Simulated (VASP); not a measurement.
Set up this calculation in VASP 6.6.1, as the native input.

* Task: single point
* Functional: LDA
* Potentials or basis: VASP PAW LDA potentials, release 64 (Zn, O)
* Cutoff: 520 eV
* k mesh: 9 × 9 × 4
* Occupations: fermi-dirac, width 0.05 eV
* Spin: no spin polarisation
* Dipole correction: no
* Further INCAR settings: ALGO = Normal; EDIFF = 1e-07; NBANDS = 26

The structure of ZnO lies in POSCAR:

```
ZnO
1.0
    3.2658996001      0.0000000000      0.0000000000
   -1.6329498000      2.8283520199      0.0000000000
    0.0000000000      0.0000000000      7.0825845970
Zn O
2 2
Direct
    0.0000000000      0.0000000000      0.2500000000
    0.0000000000      0.0000000000      0.7500000000
    0.6666666667      0.3333333333      0.7500000000
    0.3333333333      0.6666666667      0.2500000000
```

One way to write it, as run:

INCAR

```
SYSTEM = ZnO
  PREC = Accurate
  ENCUT = 520
  EDIFF = 1E-7
  ISMEAR = -1
  SIGMA = 0.05
  LREAL = .FALSE.
  LASPH = .TRUE.
  NELM = 60
  ALGO = Normal
  ISIF = 2
  LWAVE = .FALSE.
  LCHARG = .FALSE.
  NBANDS = 26
```

KPOINTS

```
Automatic mesh
0
G
  9 9 4
  0 0 0
```

Potentials or basis: VASP PAW LDA potentials, release 64 (Zn, O).

Run with:

```bash
$ cat potpaw_LDA.64/Zn/POTCAR potpaw_LDA.64/O/POTCAR > POTCAR
$ mpirun -np 1 vasp_std > vasp.out
```

It gave:

- Pressure: -5.8 GPa
- Band gap on the k mesh: 0.76 eV, direct

Wall time 46 s on 1 thread of Intel Xeon 6975P-C, with other jobs on the host, peak memory 0.18 GiB.
